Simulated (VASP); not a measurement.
Write the native input for VASP 6.6.1 that does the following.

```yaml
Task: electric field gradients
Functional: LDA
Potentials_or_basis: VASP PAW LDA potentials, release 64 (Sr_sv, Cl)
Cutoff: 520 eV
k_mesh: 8 × 8 × 8
Occupations: fermi-dirac, width 0.01 eV
Spin: no spin polarisation
Dipole_correction: no
Further_INCAR_settings: ALGO = Normal; EDIFF = 1e-08; NBANDS = 19
```

The structure of SrCl2 lies in POSCAR:

```
SrCl2
1.0
    0.0000000000      3.5552100000      3.4855000000
    3.5552100000      0.0000000000      3.4855000000
    3.5552100000      3.5552100000      0.0000000000
Sr Cl
1 2
Direct
    0.0000000000      0.0000000000      0.0000000000
    0.2500000000      0.2500000000      0.2500000000
    0.7500000000      0.7500000000      0.7500000000
```

This cell differs from its parent crystal: equal xx and yy strain of +2 %.

These files were run (other wordings do the same):

INCAR

```
SYSTEM = SrCl2
PREC = Accurate
ENCUT = 520
EDIFF = 1E-8
ISMEAR = -1
SIGMA = 0.01
LREAL = .FALSE.
LASPH = .TRUE.
NELM = 60
ALGO = Normal
ISIF = 2
LWAVE = .FALSE.
LCHARG = .FALSE.
GGA = CA
LEFG = .TRUE.
NBANDS = 19
```

KPOINTS

```
Automatic mesh
0
G
  8 8 8
  0 0 0
```

Potentials or basis: VASP PAW LDA potentials, release 64 (Sr_sv, Cl).

Launch:

```sh
$ cat potpaw_LDA.64/Sr_sv/POTCAR potpaw_LDA.64/Cl/POTCAR > POTCAR
$ mpirun -np 1 vasp_std > vasp.out
```

Results of the run:

The pressure is -3.8 GPa and the band gap on the k mesh is 4.66 eV, indirect (least direct gap 4.97 eV).

Caveat: the cell differs from its parent crystal (equal xx and yy strain of +2 %); without QUAD_EFG the Cq values of the log hold for a quadrupole moment of 1 mb, not for the nuclei.

Wall time 40 s on 1 thread of Intel(R) Xeon(R) 6975P-C (Granite Rapids), with other jobs on the host, peak memory 0.24 GiB.
